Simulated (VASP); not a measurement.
Here is a VASP 6.6.1 calculation.

The input INCAR:

```
PREC     = Accurate       # precision mode
ENCUT    = 520            # plane-wave cutoff, eV
EDIFF    = 1E-6           # SCF threshold, eV
ISMEAR   = -1             # smearing method
SIGMA    = 0.1            # smearing width, eV
LREAL    = F              # projectors in reciprocal space
LASPH    = T              # aspherical terms in the spheres
NELM     = 80             # most SCF steps
ALGO     = Normal         # electronic algorithm
ISIF     = 2              # what is computed and relaxed
LWAVE    = F              # write WAVECAR
LCHARG   = F              # write CHGCAR
GGA      = PE             # functional
NBANDS   = 42             # bands
```

KPOINTS

```
regular mesh
0
Gamma
  6 3 6
```

The input POSCAR:

```
NbW2S4
1.0
    0.0000000000      3.1520706801      0.0000000000
    6.0292798925      0.0000000000     -0.0279394448
   -2.6870431589      1.5760353401     -6.1415793308
S Nb W
4 1 2
Direct
    0.3579933491      0.9715817358      0.2840133018
    0.6420066509      0.0284182642      0.7159866982
    0.8902390582      0.4494604254      0.2195218836
    0.1097609418      0.5505395746      0.7804781164
    0.0000000000      0.0000000000      0.0000000000
    0.2558581302      0.6885722093      0.4882837395
    0.7441418698      0.3114277907      0.5117162605
```

Potentials or basis: VASP PAW PBE potentials, release 64 (S, Nb_sv, W_sv).

Run with:

```sh
$ cat potpaw_PBE.64/S/POTCAR potpaw_PBE.64/Nb_sv/POTCAR potpaw_PBE.64/W_sv/POTCAR > POTCAR
$ mpirun -np 1 vasp_std > vasp.out
```

Task: Predict the largest force.

Result: 0.029 eV/Å.

Task: Estimate the pressure.

Result: 0.0 GPa.

Forces in eV/Å, atoms in the order of the input:
```
S    0.009  0.000  0.028
S   -0.009  0.000 -0.028
S   -0.004  0.000  0.026
S    0.004  0.000 -0.026
Nb   0.000  0.000  0.000
W    0.001  0.000 -0.026
W   -0.001  0.000  0.026
```
